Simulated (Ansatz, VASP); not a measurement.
## Two plane-wave programs on ZrCl5

The input INCAR:

```
ALGO = Normal
EDIFF = 1E-6
EDIFFG = -0.04
ENCUT = 600
GGA = PE
IBRION = 2
ISIF = 3
ISMEAR = 0
LASPH = True
LCHARG = False
LREAL = False
LWAVE = False
NELM = 60
NSW = 90
PREC = Accurate
SIGMA = 0.1
```

File KPOINTS:

```
k-points
0
Gamma
  4 4 4
```

POSCAR

```
ZrCl5
1.0
    5.5587862600      0.0000000000      0.0000000000
    0.0000000000      5.5587862600      0.0000000000
    0.0000000000      0.0000000000      5.5587862600
Zr Cl
1 5
Direct
    0.0000000000      0.0000000000      0.0000000000
    0.7828246000      0.7828246000      0.7828246000
    0.2171754000      0.2171754000      0.7828246000
    0.2171754000      0.7828246000      0.2171754000
    0.7828246000      0.2171754000      0.2171754000
    0.5000000000      0.5000000000      0.5000000000
```

Input for Ansatz:

```yaml
crystal:
  lattice:
    - [5.55878626, 0.0, 0.0]
    - [0.0, 5.55878626, 0.0]
    - [0.0, 0.0, 5.55878626]
  atoms:
    - { symbol: Zr, position: [0.0, 0.0, 0.0] }
    - { symbol: Cl, position: [0.7828246, 0.7828246, 0.7828246] }
    - { symbol: Cl, position: [0.2171754, 0.2171754, 0.7828246] }
    - { symbol: Cl, position: [0.2171754, 0.7828246, 0.2171754] }
    - { symbol: Cl, position: [0.7828246, 0.2171754, 0.2171754] }
    - { symbol: Cl, position: [0.5, 0.5, 0.5] }
basis:
  ecutwfc: 420
kpoints:
  mp_grid: { grid: [4, 4, 4] }
hamiltonian:
  xc: pbe
scf:
  occupations: { method: gaussian, width: 0.1 }
  lower_state_search: "off"
output:
  forces: true
  stress: true
  eigenvalues: true
relax:
  adjacent_minimum: "off"
  f_tol: 0.04
  max_steps: 70
  cell: { stress_tol: 0.4 }
```

Alike in both runs: task relaxation of cell and atoms; functional PBE; k mesh 4 × 4 × 4; occupations gaussian, width 0.1 eV; no spin polarisation.

|  | VASP | Ansatz |
| --- | --- | --- |
| version | VASP 6.6.1 | Ansatz 0.2.0 |
| potentials or method | VASP PAW PBE potentials, release 64 (Zr_sv, Cl), cutoff 600 eV | scalar-relativistic, plane waves, PAW |
| valence electrons in the cell | 47 | 47 |

```tsv
	VASP	Ansatz	Ansatz less VASP
relaxed volume (Å³/atom)	49.00	49.45	+0.451
relaxed length of the cell vector where the two differ most in proportion (Å)	6.649	6.670	+0.0203
```

Noted on VASP's run: the volume moved by over 15 % at a fixed basis, so the end points are rough.
